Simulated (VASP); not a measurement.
Write the native input for VASP 6.6.1 that does the following.

```
Task                   : single point
Functional             : PBE
Potentials or basis    : VASP PAW PBE potentials, release 64 (Zr_sv, F)
Cutoff                 : 520 eV
k mesh                 : 6 × 4 × 4
Occupations            : gaussian, width 0.1 eV
Spin                   : no spin polarisation
Dipole correction      : no
Further INCAR settings : ALGO = Normal; EDIFF = 1e-07; NBANDS = 30
```

The structure of Zr2F3 lies in POSCAR:

```
Zr2F3
1.0
    3.4688894300      0.0000000000      0.0000000000
    0.0000000000      3.9149010200      0.0000000000
    0.0000000000      0.0000000000      6.1672582000
Zr F
2 3
Direct
    0.0000000000      0.5000000000      0.7335414300
    0.0000000000      0.5000000000      0.2664585700
    0.6792379400      0.5000000000      0.0000000000
    0.3207620600      0.5000000000      0.0000000000
    0.0000000000      0.5000000000      0.5000000000
```

The cell was built from a structure type or drawn by symmetry, and may not be a known phase.

These files were run (other wordings do the same):

INCAR

```
SYSTEM = Zr2F3
ALGO = Normal ; EDIFF = 1E-7
ENCUT = 520 ; GGA = PE
ISIF = 2 ; ISMEAR = 0
LASPH = .True. ; LCHARG = .False.
LREAL = .False. ; LWAVE = .False.
NBANDS = 30 ; NELM = 100
PREC = Accurate ; SIGMA = 0.1
```

KPOINTS

```
k-points
0
Gamma
  6 4 4
  0 0 0
```

Potentials or basis: VASP PAW PBE potentials, release 64 (Zr_sv, F).

Launch:

```bash
$ cat potpaw_PBE.64/Zr_sv/POTCAR potpaw_PBE.64/F/POTCAR > POTCAR
$ mpirun -np 1 vasp_std > vasp.out
```

Results of the run:

```yaml
Pressure: 130.3 GPa
Largest_force: 38.606 eV/Å
Band_gap_on_the_k_mesh: zero (an odd number of electrons rules out a gap without spin polarisation)
```

Caveat: the k points lie up to 0.40 Å⁻¹ apart, too coarse for converged energies and pressures of a metal; the standard files for N, O and F lose accuracy on very short bonds; atoms lie so close that the PAW spheres overlap strongly, which falsifies energies and pressures; an odd number of electrons without spin polarisation forces a metal; a magnetic or distorted state may lie lower.

It took 50 s on 1 thread of Intel(R) Xeon(R) 6975P-C (Granite Rapids), on a shared host, peak memory 0.23 GiB.
